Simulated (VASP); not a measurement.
# SiB4W (P6/mmm) in VASP: notebook, part 2 of 2

VASP 6.6.1. Earlier steps stand in the parts before.

## Step 3: Single point, PBE

This run uses another cell than the first one, of 9.06 Å³/atom.

File INCAR:

```
PREC = Accurate
ENCUT = 520
EDIFF = 1E-6
ISMEAR = 0
SIGMA = 0.1
LREAL = F
LASPH = T
NELM = 80
ALGO = Normal
ISIF = 2
LWAVE = F
LCHARG = F
GGA = PE
NBANDS = 24
```

File KPOINTS:

```
Automatic mesh
0
Gamma
  6 6 4
```

File POSCAR:

```
SiB4W
1.0
    3.0056689181      0.0000000000      0.0000000000
   -1.5028344590      2.6029856384      0.0000000000
    0.0000000000      0.0000000000      6.9482808190
Si B W
1 4 1
Direct
    0.0000000000      0.0000000000      0.5000000000
    0.3333333333      0.6666666667      0.7556106239
    0.3333333333      0.6666666667      0.2443893761
    0.6666666667      0.3333333333      0.7556106239
    0.6666666667      0.3333333333      0.2443893761
    0.0000000000      0.0000000000      0.0000000000
```

Potentials or basis: VASP PAW PBE potentials, release 64 (Si, B, W_sv).

Command:

```sh
$ cat potpaw_PBE.64/Si/POTCAR potpaw_PBE.64/B/POTCAR potpaw_PBE.64/W_sv/POTCAR > POTCAR
$ mpirun -np 1 vasp_std > vasp.out
```

OUTCAR:

```text
PREC = Accurate
   ENCUT = 520
   EDIFF = 1E-6
   ISMEAR = 0
   LREAL = F
   LASPH = T
   NELM = 80
   ISIF = 2
   GGA = PE

 ion  position               nearest neighbor table
   1  0.000  0.000  0.500-   2 2.48   3 2.48   4 2.48   5 2.48   2 2.48   3 2.48   4 2.48   5 2.48
                             4 2.48   5 2.48   2 2.48   3 2.48
   2  0.333  0.667  0.756-   4 1.74   4 1.74   4 1.74   6 2.43   6 2.43   6 2.43   1 2.48   1 2.48
                             1 2.48
   3  0.333  0.667  0.244-   5 1.74   5 1.74   5 1.74   6 2.43   6 2.43   6 2.43   1 2.48   1 2.48
                             1 2.48
   4  0.667  0.333  0.756-   2 1.74   2 1.74   2 1.74   6 2.43   6 2.43   6 2.43   1 2.48   1 2.48
                             1 2.48
   5  0.667  0.333  0.244-   3 1.74   3 1.74   3 1.74   6 2.43   6 2.43   6 2.43   1 2.48   1 2.48
                             1 2.48
   6  0.000  0.000  0.000-   2 2.43   3 2.43   4 2.43   5 2.43   2 2.43   3 2.43   4 2.43   5 2.43
                             4 2.43   5 2.43   2 2.43   3 2.43

  LATTYP: Found a hexagonal cell.
 ALAT       =     3.0056689181
 C/A-ratio  =     2.3117252792

  Lattice vectors:

 A1 = (   3.0056689181,   0.0000000000,   0.0000000000)
 A2 = (  -1.5028344590,   2.6029856384,   0.0000000000)
 A3 = (   0.0000000000,   0.0000000000,   6.9482808190)

Analysis of symmetry for initial positions (statically):
=====================================================================
 Subroutine PRICEL returns:
 Original cell was already a primitive cell.

 Routine SETGRP: Setting up the symmetry group for a
 hexagonal supercell.

 Subroutine GETGRP returns: Found 24 space group operations
 (whereof 24 operations were pure point group operations)
 out of a pool of 24 trial point group operations.

The static configuration has the point symmetry D_6h.

Analysis of symmetry for dynamics (positions and initial velocities):
=====================================================================
 Subroutine PRICEL returns:
 Original cell was already a primitive cell.

 Routine SETGRP: Setting up the symmetry group for a
 hexagonal supercell.

 Subroutine GETGRP returns: Found 24 space group operations
 (whereof 24 operations were pure point group operations)
 out of a pool of 24 trial point group operations.

The dynamic configuration has the point symmetry D_6h.

 Subroutine INISYM returns: Found 24 space group operations
 (whereof 24 operations are pure point group operations),
 and found     1 'primitive' translations

----------------------------------------------------------------------------------------

                                     Primitive cell

  volume of cell :      54.3614

  direct lattice vectors                    reciprocal lattice vectors
     3.005668918  0.000000000  0.000000000     0.332704642  0.192087114  0.000000000
    -1.502834459  2.602985638  0.000000000     0.000000000  0.384174229  0.000000000
     0.000000000  0.000000000  6.948280819     0.000000000  0.000000000  0.143920493

  length of vectors
     3.005668918  3.005668918  6.948280819     0.384174229  0.384174229  0.143920493

  position of ions in fractional coordinates (direct lattice)
[... 42 lines left out ...]
 Following reciprocal coordinates:
            Coordinates               Weight
  0.000000  0.000000  0.000000      1.000000
  0.166667  0.000000  0.000000      6.000000
  0.333333  0.000000  0.000000      6.000000
  0.500000  0.000000  0.000000      3.000000
  0.166667  0.166667  0.000000      6.000000
  0.333333  0.166667  0.000000     12.000000
[... 13 lines left out ...]
  0.333333  0.166667  0.500000     12.000000
  0.333333  0.333333  0.500000      2.000000
   k-points           NKPTS =     21   k-points in BZ     NKDIM =     21   number of bands    NBANDS=     24
   number of dos      NEDOS =    301   number of ions     NIONS =      6
   total plane-waves  NPLWV =  31104
   dimension x,y,z NGX =    24 NGY =   24 NGZ =   54
   dimension x,y,z NGXF=    48 NGYF=   48 NGZF=  108
   ions per type =               1   4   1
   NGX,Y,Z   is equivalent  to a cutoff of  13.27, 13.27, 12.92 a.u.
   NGXF,Y,Z  is equivalent  to a cutoff of  26.55, 26.55, 25.84 a.u.
 SYSTEM =  unknown system
   PREC   = accura    normal or accurate (medium, high low for compatibility)
   ISTART =      0    job   : 0-new  1-cont  2-samecut
   ICHARG =      2    charge: 1-file 2-atom 10-const
   ISPIN  =      1    spin polarized calculation?
   LNONCOLLINEAR =      F non collinear calculations
   LSORBIT =      F    spin-orbit coupling
   LASPH  =      T    aspherical Exc in radial PAW
   ENCUT  =  520.0 eV  38.22 Ry    6.18 a.u.   5.59  5.59 12.92*2*pi/ulx,y,z
   NELM   =     80;   NELMIN=  2; NELMDL= -5     # of ELM steps
   EDIFF  = 0.1E-05   stopping-criterion for ELM
   LREAL  =      F    real-space projection
   EDIFFG = 0.1E-04   stopping-criterion for IOM
   NSW    =      0    number of steps for IOM
   IBRION =     -1    ionic relax: 0-MD 1-quasi-New 2-CG
   NFREE  =      0    steps in history (QN), initial steepest desc. (CG)
   ISIF   =      2    stress and relaxation
   ISYM   =      2    0-nonsym 1-usesym 2-fastsym
   POTIM  = 0.5000    time-step for ionic-motion
   TEBEG  =    0.0;   TEEND  =   0.0 temperature during run
   PSTRESS=    0.0 pullay stress
   NELECT =      30.0000    total number of electrons
   NUPDOWN=      -1.0000    fix difference up-down
   EMIN   =  10.00;   EMAX   =-10.00  energy-range for DOS
   EFERMI =   0.00;   METHOD = LEGACY
   ISMEAR =     0;   SIGMA  =   0.10  broadening in eV -4-tet -1-fermi 0-gaus
   EFERMI_NEDOS =   21; number of points for ismear=-14 and -15
   IALGO  =     38    algorithm
   IMIX   =      4    mixing-type and parameters
     AMIX     =   0.40;   BMIX     =  1.00
     AMIX_MAG =   1.60;   BMIX_MAG =  1.00
  volume/ion in A,a.u.               =       9.06        61.14
  Fermi-wavevector in a.u.,A,eV,Ry     =   1.342822  2.537566 24.533635  1.803171
  Thomas-Fermi vector in A             =   2.470945
   LORBIT       =      0    0 simple, 1 ext, 2 COOP (PROOUT), +10 PAW based schemes
   GGA     = PE    functional components
   LHFCALC =     F    Hartree Fock is set to
   AEXX    =    0.0000 exact exchange contribution
   IVDW    =     0    specifies the selected vdW correction
   LEPSILON=     F    determine dielectric tensor
   LRPA    =     F    only Hartree local field effects (RPA)
 non-spin polarized calculation
 Gauss-broadening in eV      SIGMA  =   0.10
  energy-cutoff  :      520.00
  volume of cell :       54.36
 maximum number of plane-waves:      1502
 NGX is ok and might be reduce to    24
   NGX = 11   NGY = 11   NGZ = 25

 number of electron      29.9999999 magnetization

 Free energy of the ion-electron system (eV)
  ---------------------------------------------------
  ext. energy  EPLUGINS =         0.00000000
  ---------------------------------------------------
  free energy    TOTEN  =       -43.98706478 eV

  energy without entropy =      -43.96945877  energy(sigma->0) =      -43.97826178

 E-fermi :  10.6041     XC(G=0): -12.6115

 val. band max:       10.6007051719   @ k =   0.3333   0.1667   0.5000
 cond. band min:      10.6641418912   @ k =   0.3333   0.0000   0.2500
 fundamental gap:      0.0634367194
 Fermi energy:        10.6041396716

 k-point     1 :       0.0000    0.0000    0.0000
  band No.  band energies     occupation
      1     -64.4782      2.00000
      2     -28.7850      2.00000
      3     -28.4700      2.00000
      4     -28.4700      2.00000
      5      -5.2077      2.00000
      6      -2.9026      2.00000
[... 556 lines left out ...]
     23      18.2720      0.00000
     24      19.0261      0.00000

------------------------ aborting loop because EDIFF is reached ----------------------------------------

  FORCE on cell =-STRESS in cart. coord.  units (eV):
  Direction    XX          YY          ZZ          XY          YZ          ZX
  --------------------------------------------------------------------------------------
  -------------------------------------------------------------------------------------
  Total        0.0879246      0.0879246      0.0875858      0.0000000      0.0000000      0.0000000
  in kB        2.5913780      2.5913780      2.5813936      0.0000000      0.0000000      0.0000000
  external PRESSURE =       2.5880499 kB  Pullay stress =       0.0000000 kB

 VOLUME and BASIS-vectors are now :
 -----------------------------------------------------------------------------
  energy-cutoff  :      520.00
  volume of cell :       54.36
      direct lattice vectors                 reciprocal lattice vectors
     3.005668918  0.000000000  0.000000000     0.332704642  0.192087114  0.000000000
    -1.502834459  2.602985638  0.000000000     0.000000000  0.384174229  0.000000000
     0.000000000  0.000000000  6.948280819     0.000000000  0.000000000  0.143920493

 POSITION                                       TOTAL-FORCE (eV/Angst)
 -----------------------------------------------------------------------------------
      0.00000      0.00000      3.47414        -0.000000      0.000000      0.000000
     -0.00000      1.73532      5.25019         0.000000     -0.000000     -0.012341
     -0.00000      1.73532      1.69809        -0.000000      0.000000      0.012341
      1.50283      0.86766      5.25019        -0.000000      0.000000     -0.012341
      1.50283      0.86766      1.69809         0.000000      0.000000      0.012341
      0.00000      0.00000      0.00000        -0.000000      0.000000      0.000000
 -----------------------------------------------------------------------------------
    total drift:                                0.000000      0.000000     -0.000000

  FREE ENERGIE OF THE ION-ELECTRON SYSTEM (eV)
  ---------------------------------------------------
  free  energy   TOTEN  =       -43.9870647830 eV

  energy  without entropy=      -43.9694587675  energy(sigma->0) =      -43.97826178
```

OSZICAR:

```text
N       E                     dE             d eps       ncg     rms          rms(c)
DAV:   1     0.177017381808E+03    0.17702E+03   -0.14375E+04  1008   0.126E+03
DAV:   2    -0.401438895444E+02   -0.21716E+03   -0.20559E+03  1104   0.334E+02
DAV:   3    -0.491822646685E+02   -0.90384E+01   -0.88010E+01  1352   0.614E+01
DAV:   4    -0.493043341868E+02   -0.12207E+00   -0.12177E+00  1200   0.683E+00
DAV:   5    -0.493057015433E+02   -0.13674E-02   -0.13670E-02  1328   0.715E-01    0.285E+01
DAV:   6    -0.446812543665E+02    0.46244E+01   -0.15631E+01  1120   0.275E+01    0.762E+00
DAV:   7    -0.442439114165E+02    0.43734E+00   -0.52068E+00  1208   0.148E+01    0.643E+00
DAV:   8    -0.439909207553E+02    0.25299E+00   -0.74403E-01  1168   0.549E+00    0.272E+00
DAV:   9    -0.439881089224E+02    0.28118E-02   -0.51388E-02  1224   0.133E+00    0.428E-01
DAV:  10    -0.439870643938E+02    0.10445E-02   -0.42255E-03  1208   0.427E-01    0.115E-01
DAV:  11    -0.439870991919E+02   -0.34798E-04   -0.68229E-04  1240   0.168E-01    0.449E-02
DAV:  12    -0.439870650225E+02    0.34169E-04   -0.13017E-04  1168   0.786E-02    0.241E-02
DAV:  13    -0.439870647830E+02    0.23944E-06   -0.58546E-06  1176   0.168E-02
   1 F= -.43987065E+02 E0= -.43978262E+02  d E =-.176060E-01
```

Wall time 13 s (1 thread of Intel Xeon 6975P-C (Granite Rapids), shared host); peak memory 0.19 GiB.

Results:

```
Free energy            : -43.9871 eV
Pressure               : 0.3 GPa
Largest force          : 0.012 eV/Å
Band gap on the k mesh : zero (bands 15 and 16 overlap by 1.87 eV)
```

Forces in eV/Å, atoms in the order of the input:
```
Si   0.000  0.000  0.000
B    0.000  0.000 -0.012
B    0.000  0.000  0.012
B    0.000  0.000 -0.012
B    0.000  0.000  0.012
W    0.000  0.000  0.000
```

Levels at points of the mesh, in eV from the Fermi level:
| k point | band 13 | band 14 | band 15 | band 16 | band 17 | band 18 |
| --- | --- | --- | --- | --- | --- | --- |
| (0.00, 0.00, 0.00) | -1.36 | -0.91 | -0.91 | 0.86 | 0.86 | 1.54 |
| (0.50, 0.00, 0.00) | -4.13 | -3.54 | -0.05 | 1.09 | 2.07 | 2.44 |
| (0.00, 0.00, 0.50) | -1.56 | -0.96 | -0.96 | 1.11 | 1.11 | 1.19 |
| (0.50, 0.00, 0.50) | -4.13 | -3.30 | -0.25 | 0.95 | 1.72 | 2.26 |

Caveat: the k points lie up to 0.40 Å⁻¹ apart, too coarse for converged energies and pressures of a metal; spin-orbit coupling is left out, which moves the levels of the heavy elements.
